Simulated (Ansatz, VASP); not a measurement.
**Two plane-wave programs on KZnF3**

File INCAR:

```
SYSTEM = KZnF3
PREC = Accurate
ENCUT = 520
EDIFF = 1E-6
ISMEAR = 0
SIGMA = 0.05
LREAL = .FALSE.
LASPH = .TRUE.
NELM = 100
ALGO = Normal
ISIF = 2
LWAVE = .FALSE.
LCHARG = .FALSE.
NBANDS = 29
```

The input KPOINTS:

```
regular mesh
0
G
  6 6 6
  0 0 0
```

File POSCAR:

```
KZnF3
1.0
    4.2754521275      0.0000000000      0.0000000000
    0.0000000000      4.2754521275      0.0000000000
    0.0000000000      0.0000000000      3.6341343084
K Zn F
1 1 3
Direct
    0.0000000000      0.0000000000      0.0000000000
    0.5000000000      0.5000000000      0.5000000000
    0.5000000000      0.5000000000      0.0000000000
    0.0000000000      0.5000000000      0.5000000000
    0.5000000000      0.0000000000      0.5000000000
```

Input for Ansatz:

```yaml
crystal:
  lattice:
    - [4.2754521275, 0.0, 0.0]
    - [0.0, 4.2754521275, 0.0]
    - [0.0, 0.0, 3.6341343084]
  atoms:
    - { symbol: K, position: [0.0, 0.0, 0.0] }
    - { symbol: Zn, position: [0.5, 0.5, 0.5] }
    - { symbol: F, position: [0.5, 0.5, 0.0] }
    - { symbol: F, position: [0.0, 0.5, 0.5] }
    - { symbol: F, position: [0.5, 0.0, 0.5] }
basis:
  ecutwfc: 420
kpoints:
  mp_grid: { grid: [6, 6, 6] }
hamiltonian:
  xc: lda
scf:
  occupations: { method: gaussian, width: 0.05 }
output:
  forces: true
  stress: true
  eigenvalues: true
```

Alike in both runs: task single point; functional LDA; k mesh 6 × 6 × 6; occupations gaussian, width 0.05 eV; no spin polarisation.

|  | VASP | Ansatz |
| --- | --- | --- |
| version | VASP 6.6.1 | Ansatz 0.2.0 |
| potentials or method | VASP PAW LDA potentials, release 64 (K_sv, Zn, F), cutoff 520 eV | scalar-relativistic, plane waves, PAW |
| valence electrons in the cell | 42 | 42 |

|  | VASP | Ansatz | Ansatz less VASP |
| --- | --- | --- | --- |
| gap on the k mesh at the Fermi level (eV) | 3.31 | 3.35 | +0.037 |
| least direct gap on the mesh (eV) | 5.33 | 5.35 | +0.019 |
| pressure (GPa) | -1.1 | -1.6 | -0.53 |
| traceless stress, the component that is largest in VASP (GPa) | 11.97 | 11.33 | -0.634 |

LDA's correlation is that of Perdew and Zunger in VASP and of Perdew and Wang (1992) in Ansatz.
